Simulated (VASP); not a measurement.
# LaLu2N3 (P-3m1) in VASP: a series of runs

The runs below take LaLu2N3 through single point, with PBE.

All numbers are computed with VASP 6.6.1; they aren't measurements. Logs are shortened: lines on timing, memory, paths and dates and some standing lists are left out, and cuts for length are marked.

## 1. The cell of the first run

Symmetry: P-3m1, No. 164, trigonal system. The conventional cell has a = 3.483 Å, b = 3.483 Å, c = 8.627 Å, α = 90.00°, β = 90.00°, γ = 120.00°. La (site symmetry -3m) has 6 N at 2.58 Å and 6 La at 3.48 Å and 6 Lu at 3.58 Å within 3.6 Å. Lu (site symmetry 3m) has 6 N at 2.42 Å within 3.2 Å. Within 3.2 Å of N (site symmetry -3m) lie 6 Lu at 2.42 Å. N (site symmetry 3m) has 3 Lu at 2.42 Å and 3 La at 2.58 Å within 3.2 Å.

## 2. Single point, PBE

INCAR

```
SYSTEM = LaLu2N3
PREC = Accurate ; ENCUT = 520
EDIFF = 1E-7 ; ISMEAR = 0
SIGMA = 0.1 ; LREAL = .FALSE.
LASPH = .TRUE. ; NELM = 60
ALGO = Normal ; ISIF = 2
LWAVE = .FALSE. ; LCHARG = .FALSE.
GGA = PE ; NBANDS = 47
```

KPOINTS

```
Automatic mesh
0
G
  12 12 4
  0 0 0
```

POSCAR

```
LaLu2N3
1.0
    3.4827847110      0.0000000000      0.0000000000
   -1.7413923555      3.0161800356      0.0000000000
    0.0000000000      0.0000000000      8.6265336792
La Lu N
1 2 3
Direct
    0.0000000000      0.0000000000      0.0000000000
    0.6666666667      0.3333333333      0.6569186932
    0.3333333333      0.6666666667      0.3430813068
    0.0000000000      0.0000000000      0.5000000000
    0.6666666667      0.3333333333      0.1869286393
    0.3333333333      0.6666666667      0.8130713607
```

Potentials or basis: VASP PAW PBE potentials, release 64 (La, Lu, N).

Run with:

```bash
$ cat potpaw_PBE.64/La/POTCAR potpaw_PBE.64/Lu/POTCAR potpaw_PBE.64/N/POTCAR > POTCAR
$ mpirun -np 1 vasp_std > vasp.out
```

OUTCAR:

```text
SYSTEM = LaLu2N3
   PREC = Accurate
   ENCUT = 520
   EDIFF = 1E-7
   ISMEAR = 0
   LREAL = .FALSE.
   LASPH = .TRUE.
   NELM = 60
   ISIF = 2
   GGA = PE

 ion  position               nearest neighbor table
   1  0.000  0.000  0.000-   5 2.58   6 2.58   6 2.58   5 2.58   5 2.58   6 2.58   2 3.58   3 3.58
                             3 3.58   2 3.58   3 3.58   2 3.58
   2  0.667  0.333  0.657-   6 2.42   6 2.42   6 2.42   4 2.42   4 2.42   4 2.42   3 3.37   3 3.37
                             3 3.37   1 3.58   1 3.58   1 3.58
   3  0.333  0.667  0.343-   5 2.42   5 2.42   5 2.42   4 2.42   4 2.42   4 2.42   2 3.37   2 3.37
                             2 3.37   1 3.58   1 3.58   1 3.58
   4  0.000  0.000  0.500-   2 2.42   3 2.42   3 2.42   2 2.42   2 2.42   3 2.42
   5  0.667  0.333  0.187-   3 2.42   3 2.42   3 2.42   1 2.58   1 2.58   1 2.58
   6  0.333  0.667  0.813-   2 2.42   2 2.42   2 2.42   1 2.58   1 2.58   1 2.58

  LATTYP: Found a hexagonal cell.
 ALAT       =     3.4827847110
 C/A-ratio  =     2.4769069567

  Lattice vectors:

 A1 = (   3.4827847110,   0.0000000000,   0.0000000000)
 A2 = (  -1.7413923555,   3.0161800356,   0.0000000000)
 A3 = (   0.0000000000,   0.0000000000,   8.6265336792)

Analysis of symmetry for initial positions (statically):
=====================================================================
 Subroutine PRICEL returns:
 Original cell was already a primitive cell.

 Routine SETGRP: Setting up the symmetry group for a
 hexagonal supercell.

 Subroutine GETGRP returns: Found 12 space group operations
 (whereof 12 operations were pure point group operations)
 out of a pool of 24 trial point group operations.

The static configuration has the point symmetry D_3d.

Analysis of symmetry for dynamics (positions and initial velocities):
=====================================================================
 Subroutine PRICEL returns:
 Original cell was already a primitive cell.

 Routine SETGRP: Setting up the symmetry group for a
 hexagonal supercell.

 Subroutine GETGRP returns: Found 12 space group operations
 (whereof 12 operations were pure point group operations)
 out of a pool of 24 trial point group operations.

The dynamic configuration has the point symmetry D_3d.

 Subroutine INISYM returns: Found 12 space group operations
 (whereof 12 operations are pure point group operations),
 and found     1 'primitive' translations

----------------------------------------------------------------------------------------

                                     Primitive cell

  volume of cell :      90.6192

  direct lattice vectors                    reciprocal lattice vectors
     3.482784711  0.000000000  0.000000000     0.287126562  0.165772598  0.000000000
    -1.741392355  3.016180036  0.000000000     0.000000000  0.331545196  0.000000000
     0.000000000  0.000000000  8.626533679     0.000000000  0.000000000  0.115921416

  length of vectors
     3.482784711  3.482784711  8.626533679     0.331545196  0.331545196  0.115921416

  position of ions in fractional coordinates (direct lattice)
     0.000000000  0.000000000  0.000000000
     0.666666667  0.333333333  0.656918693
     0.333333333  0.666666667  0.343081307
     0.000000000  0.000000000  0.500000000
     0.666666667  0.333333333  0.186928639
     0.333333333  0.666666667  0.813071361

  ion indices of the primitive-cell ions
   primitive index   ion index
                 1           1
                 2           2
                 3           3
                 4           4
                 5           5
                 6           6

----------------------------------------------------------------------------------------

 KPOINTS: Automatic mesh

Automatic generation of k-mesh.
 Grid dimensions read from file:
 generate k-points for:   12   12    4

 Generating k-lattice:

  Cartesian coordinates                     Fractional coordinates (reciprocal lattice)
     0.023927213  0.013814383  0.000000000     0.083333333  0.000000000  0.000000000
     0.000000000  0.027628766  0.000000000     0.000000000  0.083333333  0.000000000
     0.000000000  0.000000000  0.028980354     0.000000000  0.000000000  0.250000000

  Length of vectors
     0.027628766  0.027628766  0.028980354

  Shift w.r.t. Gamma in fractional coordinates (k-lattice)
     0.000000000  0.000000000  0.000000000

 Subroutine IBZKPT returns following result:
 ===========================================

 Found     69 irreducible k-points:

 Following reciprocal coordinates:
            Coordinates               Weight
  0.000000  0.000000  0.000000      1.000000
  0.083333  0.000000  0.000000      6.000000
  0.166667 -0.000000  0.000000      6.000000
  0.250000  0.000000  0.000000      6.000000
  0.333333  0.000000  0.000000      6.000000
  0.416667 -0.000000  0.000000      6.000000
[... 16 lines left out ...]
  0.166667 -0.000000  0.250000      6.000000
  0.000000  0.166667  0.250000      6.000000
 [... further k-points ...]
   k-points           NKPTS =     69   k-points in BZ     NKDIM =     69   number of bands    NBANDS=     47
   number of dos      NEDOS =    301   number of ions     NIONS =      6
   total plane-waves  NPLWV =  50176
   dimension x,y,z NGX =    28 NGY =   28 NGZ =   64
   dimension x,y,z NGXF=    56 NGYF=   56 NGZF=  128
   ions per type =               1   2   3
   NGX,Y,Z   is equivalent  to a cutoff of  13.37, 13.37, 12.33 a.u.
   NGXF,Y,Z  is equivalent  to a cutoff of  26.73, 26.73, 24.67 a.u.
 SYSTEM =  LaLu2N3
   PREC   = accura    normal or accurate (medium, high low for compatibility)
   ISTART =      0    job   : 0-new  1-cont  2-samecut
   ICHARG =      2    charge: 1-file 2-atom 10-const
   ISPIN  =      1    spin polarized calculation?
   LNONCOLLINEAR =      F non collinear calculations
   LSORBIT =      F    spin-orbit coupling
   LASPH  =      T    aspherical Exc in radial PAW
   ENCUT  =  520.0 eV  38.22 Ry    6.18 a.u.   6.48  6.48 16.04*2*pi/ulx,y,z
   NELM   =     60;   NELMIN=  2; NELMDL= -5     # of ELM steps
   EDIFF  = 0.1E-06   stopping-criterion for ELM
   LREAL  =      F    real-space projection
   EDIFFG = 0.1E-05   stopping-criterion for IOM
   NSW    =      0    number of steps for IOM
   IBRION =     -1    ionic relax: 0-MD 1-quasi-New 2-CG
   NFREE  =      0    steps in history (QN), initial steepest desc. (CG)
   ISIF   =      2    stress and relaxation
   ISYM   =      2    0-nonsym 1-usesym 2-fastsym
   POTIM  = 0.5000    time-step for ionic-motion
   TEBEG  =    0.0;   TEEND  =   0.0 temperature during run
   PSTRESS=    0.0 pullay stress
   NELECT =      76.0000    total number of electrons
   NUPDOWN=      -1.0000    fix difference up-down
   EMIN   =  10.00;   EMAX   =-10.00  energy-range for DOS
   EFERMI =   0.00;   METHOD = LEGACY
   ISMEAR =     0;   SIGMA  =   0.10  broadening in eV -4-tet -1-fermi 0-gaus
   EFERMI_NEDOS =   21; number of points for ismear=-14 and -15
   IALGO  =     38    algorithm
   IMIX   =      4    mixing-type and parameters
     AMIX     =   0.40;   BMIX     =  1.00
     AMIX_MAG =   1.60;   BMIX_MAG =  1.00
  volume/ion in A,a.u.               =      15.10       101.92
  Fermi-wavevector in a.u.,A,eV,Ry     =   1.543853  2.917459 32.429244  2.383482
  Thomas-Fermi vector in A             =   2.649457
   LORBIT       =      0    0 simple, 1 ext, 2 COOP (PROOUT), +10 PAW based schemes
   GGA     = PE    functional components
   LHFCALC =     F    Hartree Fock is set to
   AEXX    =    0.0000 exact exchange contribution
   IVDW    =     0    specifies the selected vdW correction
   LEPSILON=     F    determine dielectric tensor
   LRPA    =     F    only Hartree local field effects (RPA)
 non-spin polarized calculation
 Gauss-broadening in eV      SIGMA  =   0.10
  energy-cutoff  :      520.00
  volume of cell :       90.62
 maximum number of plane-waves:      2493
 NGX is ok and might be reduce to    28
   NGX = 13   NGY = 13   NGZ = 33

 number of electron      76.0000022 magnetization

 Free energy of the ion-electron system (eV)
  ---------------------------------------------------
  ext. energy  EPLUGINS =         0.00000000
  ---------------------------------------------------
  free energy    TOTEN  =       -48.25478059 eV

  energy without entropy =      -48.25403971  energy(sigma->0) =      -48.25441015

 E-fermi :   5.2299     XC(G=0): -11.7815

 val. band max:        5.2247652385   @ k =   0.0000   0.0000   0.0000
 cond. band min:       5.4792570894   @ k =   0.0000   0.4167   0.2500
 fundamental gap:      0.2544918509
 Fermi energy:         5.2299132237

 k-point     1 :       0.0000    0.0000    0.0000
  band No.  band energies     occupation
      1     -49.2300      2.00000
      2     -49.2078      2.00000
      3     -25.8858      2.00000
      4     -20.2598      2.00000
      5     -19.8995      2.00000
      6     -19.7669      2.00000
[... 39 lines left out ...]
     46       9.4855      0.00000
     47       9.8641      0.00000

 k-point     2 :       0.0833    0.0000    0.0000
  band No.  band energies     occupation
      1     -49.2284      2.00000
      2     -49.2068      2.00000
      3     -25.8641      2.00000
      4     -20.2497      2.00000
      5     -19.9078      2.00000
      6     -19.7887      2.00000
[... 39 lines left out ...]
     46       9.4940      0.00000
     47       9.7992      0.00000

 k-point     3 :       0.1667   -0.0000    0.0000
  band No.  band energies     occupation
      1     -49.2239      2.00000
      2     -49.2043      2.00000
      3     -25.8043      2.00000
      4     -20.2228      2.00000
      5     -19.9497      2.00000
      6     -19.8414      2.00000
[... 39 lines left out ...]
     46       9.6399      0.00000
     47       9.8007      0.00000

 k-point     4 :       0.2500    0.0000    0.0000
  band No.  band energies     occupation
      1     -49.2175      2.00000
      2     -49.2010      2.00000
      3     -25.7205      2.00000
      4     -20.1922      2.00000
      5     -20.0402      2.00000
      6     -19.9289      2.00000
[... 939 lines left out ...]
     46       9.4831      0.00000
     47       9.7550      0.00000

 k-point    23 :       0.1667   -0.0000    0.2500
  band No.  band energies     occupation
      1     -49.2239      2.00000
      2     -49.2043      2.00000
      3     -25.8043      2.00000
      4     -20.2270      2.00000
      5     -19.9466      2.00000
      6     -19.8399      2.00000
[... 39 lines left out ...]
     46       9.6057      0.00000
     47       9.8357      0.00000

 k-point    24 :       0.0000    0.1667    0.2500
  band No.  band energies     occupation
      1     -49.2239      2.00000
      2     -49.2043      2.00000
      3     -25.8043      2.00000
      4     -20.2267      2.00000
      5     -19.9444      2.00000
      6     -19.8432      2.00000
[... 39 lines left out ...]
     46       9.7238      0.00000
     47       9.7881      0.00000

 [... further k-points ...]
[... 5 lines left out ...]
  --------------------------------------------------------------------------------------
  -------------------------------------------------------------------------------------
  Total        0.2271539      0.2271539      0.1658126      0.0000000      0.0000000      0.0000000
  in kB        4.0161561      4.0161561      2.9316215      0.0000000      0.0000000      0.0000000
  external PRESSURE =       3.6546445 kB  Pullay stress =       0.0000000 kB

 VOLUME and BASIS-vectors are now :
 -----------------------------------------------------------------------------
  energy-cutoff  :      520.00
  volume of cell :       90.62
      direct lattice vectors                 reciprocal lattice vectors
     3.482784711  0.000000000  0.000000000     0.287126562  0.165772598  0.000000000
    -1.741392355  3.016180036  0.000000000     0.000000000  0.331545196  0.000000000
     0.000000000  0.000000000  8.626533679     0.000000000  0.000000000  0.115921416

 POSITION                                       TOTAL-FORCE (eV/Angst)
 -----------------------------------------------------------------------------------
      0.00000      0.00000      0.00000        -0.000000      0.000000     -0.000000
      1.74139      1.00539      5.66693         0.000000     -0.000000      0.011444
     -0.00000      2.01079      2.95960        -0.000000      0.000000     -0.011444
      0.00000      0.00000      4.31327        -0.000000      0.000000     -0.000000
      1.74139      1.00539      1.61255        -0.000000     -0.000000     -0.057438
     -0.00000      2.01079      7.01399        -0.000000      0.000000      0.057438
 -----------------------------------------------------------------------------------
    total drift:                                0.000000      0.000000      0.000000

  FREE ENERGIE OF THE ION-ELECTRON SYSTEM (eV)
  ---------------------------------------------------
  free  energy   TOTEN  =       -48.2547805885 eV

  energy  without entropy=      -48.2540397086  energy(sigma->0) =      -48.25441015
```

It took 3.1 min on 1 thread of Intel Xeon 6975P-C (Granite Rapids), shared host; peak memory 0.43 GiB.

Results:

```yaml
Free_energy: -48.2548 eV
Pressure: 0.4 GPa
Largest_force: 0.057 eV/Å
Band_gap_on_the_k_mesh: zero (filled and empty bands overlap)
```

Forces on the atoms (eV/Å):
```
La   0.000  0.000  0.000
Lu   0.000  0.000  0.011
Lu   0.000  0.000 -0.011
N    0.000  0.000  0.000
N    0.000  0.000 -0.057
N    0.000  0.000  0.057
```

Caveat: spin-orbit coupling is left out, which moves the levels of the heavy elements.

## 3. Single point, PBE

INCAR

```
PREC = Accurate ; ENCUT = 520
EDIFF = 1E-7 ; ISMEAR = 0
SIGMA = 0.1 ; LREAL = F
LASPH = T ; NELM = 60
ALGO = Normal ; ISIF = 2
LWAVE = F ; LCHARG = F
GGA = PE ; NBANDS = 47
```

KPOINTS

```
Automatic mesh
0
Gamma
  12 12 4
```

POSCAR

```
LaLu2N3
1.0
    3.4825918282      0.0000000000      0.0000000000
   -1.7412959141      3.0160129942      0.0000000000
    0.0000000000      0.0000000000      8.6260461659
La Lu N
1 2 3
Direct
    0.0000000000      0.0000000000      0.0000000000
    0.6666666667      0.3333333333      0.6569154233
    0.3333333333      0.6666666667      0.3430845767
    0.0000000000      0.0000000000      0.5000000000
    0.6666666667      0.3333333333      0.1869382594
    0.3333333333      0.6666666667      0.8130617406
```

Potentials or basis: VASP PAW PBE potentials, release 64 (La, Lu, N).

Run with:

```bash
$ cat potpaw_PBE.64/La/POTCAR potpaw_PBE.64/Lu/POTCAR potpaw_PBE.64/N/POTCAR > POTCAR
$ mpirun -np 1 vasp_std > vasp.out
```

Run time: 3.2 min. Hardware: 1 thread of Intel Xeon 6975P-C (Granite Rapids), shared host; peak memory 0.43 GiB.

It converged, with:

```
Free energy            : -48.2547 eV
Pressure               : 0.4 GPa
Largest force          : 0.058 eV/Å
Band gap on the k mesh : zero (filled and empty bands overlap)
```

Forces on the atoms (eV/Å):
```
La   0.000  0.000  0.000
Lu   0.000  0.000  0.012
Lu   0.000  0.000 -0.012
N    0.000  0.000  0.000
N    0.000  0.000 -0.058
N    0.000  0.000  0.058
```

Stress tensor (GPa, compression positive):
```
0.43 0.00 0.00
0.00 0.43 0.00
0.00 0.00 0.32
```

Levels at points of the mesh, in eV from the Fermi level:
```tsv
k point	band 35	band 36	band 37	band 38	band 39	band 40	band 41	band 42
(0.00, 0.00, 0.00)	-1.57	-0.01	0.00	0.00	2.61	2.95	3.23	3.23
(0.50, 0.00, 0.00)	-1.75	-0.96	-0.35	-0.34	-0.01	3.41	3.45	3.82
(0.00, 0.00, 0.50)	-0.92	-0.92	-0.52	-0.52	2.74	2.77	3.62	3.62
(0.50, 0.00, 0.50)	-1.50	-0.94	-0.93	-0.79	1.17	1.50	3.82	3.89
```

Caveat: spin-orbit coupling is left out, which moves the levels of the heavy elements.

## 4. Single point, PBE

INCAR

```
PREC = Accurate ; ENCUT = 520
EDIFF = 1E-7 ; ISMEAR = 0
SIGMA = 0.1 ; LREAL = False
LASPH = True ; NELM = 60
ALGO = Normal ; ISIF = 2
LWAVE = False ; LCHARG = False
GGA = PE ; NBANDS = 47
```

KPOINTS is that of step 3.

POSCAR

```
LaLu2N3
1.0
    3.4827847110      0.0000000000      0.0000000000
   -1.7413923555      3.0161800356      0.0000000000
    0.0000000000      0.0000000000      8.6265336792
La Lu N
1 2 3
Direct
    0.0000000000      0.0000000000      0.0000000000
    0.6666666667      0.3333333333      0.6569186932
    0.3333333333      0.6666666667      0.3430813068
    0.0000000000      0.0000000000      0.5000000000
    0.6666666667      0.3333333333      0.1869286393
    0.3333333333      0.6666666667      0.8130713607
```

Run with:

```bash
$ cat potpaw_PBE.64/La/POTCAR potpaw_PBE.64/Lu/POTCAR potpaw_PBE.64/N/POTCAR > POTCAR
$ mpirun -np 1 vasp_std > vasp.out
```

Wall time 3.1 min (1 thread of Intel Xeon 6975P-C (Granite Rapids), shared host); peak memory 0.43 GiB.

The run converged. Its results:

| Quantity | Value |
| --- | --- |
| Free energy | -48.2548 eV |
| Pressure | 0.4 GPa |
| Largest force | 0.057 eV/Å |
| Band gap on the k mesh | zero (filled and empty bands overlap) |

Forces on the atoms (eV/Å):
```
La   0.000  0.000  0.000
Lu   0.000  0.000  0.011
Lu   0.000  0.000 -0.011
N    0.000  0.000  0.000
N    0.000  0.000 -0.057
N    0.000  0.000  0.057
```

Stress tensor (GPa, compression positive):
```
0.40 0.00 0.00
0.00 0.40 0.00
0.00 0.00 0.29
```

Levels at points of the mesh, in eV from the Fermi level:
| k point | band 36 | band 37 | band 38 | band 39 | band 40 | band 41 |
| --- | --- | --- | --- | --- | --- | --- |
| (0.00, 0.00, 0.00) | -0.01 | -0.01 | -0.01 | 2.61 | 2.95 | 3.23 |
| (0.50, 0.00, 0.00) | -0.96 | -0.35 | -0.34 | -0.01 | 3.41 | 3.45 |
| (0.00, 0.00, 0.50) | -0.92 | -0.52 | -0.52 | 2.74 | 2.77 | 3.62 |
| (0.50, 0.00, 0.50) | -0.94 | -0.93 | -0.79 | 1.17 | 1.50 | 3.82 |

Caveat: spin-orbit coupling is left out, which moves the levels of the heavy elements.
